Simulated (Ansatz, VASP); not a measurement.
One calculation of AlH5, two programs

Contents of INCAR:

```
PREC = Accurate
ENCUT = 520
EDIFF = 1E-6
ISMEAR = 0
SIGMA = 0.2
LREAL = F
LASPH = T
NELM = 60
ALGO = Normal
ISIF = 2
LWAVE = F
LCHARG = F
GGA = PE
NBANDS = 20
```

File KPOINTS:

```
regular mesh
0
Gamma
  6 6 4
```

The input POSCAR:

```
AlH5
1.0
    3.4456244331      0.0000000000      0.0000000000
    0.0000000000      3.4456244331      0.0000000000
    0.0000000000      0.0000000000      6.8912488662
Al H
2 10
Direct
    0.5000000000      0.5000000000      0.2500000000
    0.5000000000      0.5000000000      0.7500000000
    0.2176069782      0.2176069782      0.1088034891
    0.2176069782      0.2176069782      0.6088034891
    0.7823930218      0.7823930218      0.1088034891
    0.7823930218      0.7823930218      0.6088034891
    0.7823930218      0.2176069782      0.3911965109
    0.7823930218      0.2176069782      0.8911965109
    0.2176069782      0.7823930218      0.3911965109
    0.2176069782      0.7823930218      0.8911965109
    0.0000000000      0.0000000000      0.5000000000
    0.0000000000      0.0000000000      0.0000000000
```

Input for Ansatz:

```yaml
crystal:
  lattice:
    - [3.4456244331, 0.0, 0.0]
    - [0.0, 3.4456244331, 0.0]
    - [0.0, 0.0, 6.8912488662]
  atoms:
    - { symbol: Al, position: [0.5, 0.5, 0.25] }
    - { symbol: Al, position: [0.5, 0.5, 0.75] }
    - { symbol: H, position: [0.2176069782, 0.2176069782, 0.1088034891] }
    - { symbol: H, position: [0.2176069782, 0.2176069782, 0.6088034891] }
    - { symbol: H, position: [0.7823930218, 0.7823930218, 0.1088034891] }
    - { symbol: H, position: [0.7823930218, 0.7823930218, 0.6088034891] }
    - { symbol: H, position: [0.7823930218, 0.2176069782, 0.3911965109] }
    - { symbol: H, position: [0.7823930218, 0.2176069782, 0.8911965109] }
    - { symbol: H, position: [0.2176069782, 0.7823930218, 0.3911965109] }
    - { symbol: H, position: [0.2176069782, 0.7823930218, 0.8911965109] }
    - { symbol: H, position: [0.0, 0.0, 0.5] }
    - { symbol: H, position: [0.0, 0.0, 0.0] }
basis:
  ecutwfc: 420
kpoints:
  mp_grid: { grid: [6, 6, 4] }
hamiltonian:
  xc: pbe
scf:
  occupations: { method: gaussian, width: 0.2 }
  lower_state_search: "off"
output:
  forces: true
  stress: true
  eigenvalues: true
```

Alike in both runs: task single point; functional PBE; k mesh 6 × 6 × 4; occupations gaussian, width 0.2 eV; no spin polarisation.

```csv
,VASP,Ansatz
version,VASP 6.6.1,Ansatz 0.2.0
potentials or method,"VASP PAW PBE potentials, release 64 (Al, H), cutoff 520 eV","scalar-relativistic, plane waves, PAW"
valence electrons in the cell,16,16
```

Ansatz gave:

| Property | Result |
| --- | --- |
| gap on the k mesh at the Fermi level (eV) | none |
| pressure (GPa) | 0.1 |
| rms of the force components (eV/Å) | 0.002 |

What did VASP give for the same quantities?

gap on the k mesh at the Fermi level (eV): none; pressure (GPa): -0.2; rms of the force components (eV/Å): 0.006.

Atom by atom the forces differ by 0.004 eV/Å (rms over components). A gap of «none» marks a metal or a gap that the smearing closes. The functional is the same, so the differences come from potentials, cutoffs and numerics.
